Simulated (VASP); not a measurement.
A run of VASP 6.6.1:

INCAR

```
SYSTEM = GaN
PREC = Accurate
ENCUT = 520
EDIFF = 1E-6
ISMEAR = 0
SIGMA = 0.1
LREAL = .FALSE.
LASPH = .TRUE.
NELM = 100
ALGO = Normal
ISIF = 2
LWAVE = .FALSE.
LCHARG = .FALSE.
NBANDS = 16
```

The input KPOINTS:

```
Automatic mesh
0
G
  8 8 8
  0 0 0
```

File POSCAR:

```
GaN
1.0
    0.0000000000      2.0912994739      2.0912994739
    2.0912994739      0.0000000000      2.0912994739
    2.0912994739      2.0912994739      0.0000000000
Ga N
1 1
Direct
    0.0000000000      0.0000000000      0.0000000000
    0.5000000000      0.5000000000      0.5000000000
```

Potentials or basis: VASP PAW LDA potentials, release 64 (Ga_d, N).

The run is started by

```sh
$ cat potpaw_LDA.64/Ga_d/POTCAR potpaw_LDA.64/N/POTCAR > POTCAR
$ mpirun -np 1 vasp_std > vasp.out
```

Hardware: 1 thread of AMD EPYC 7R13, on a shared host.

Q: How long does it take, and how much memory?

A: Run time: 21 s on 1 thread of AMD EPYC 7R13, with other jobs on the host, peak memory 0.1 GiB. Counts: scf iterations 12, k points 29.
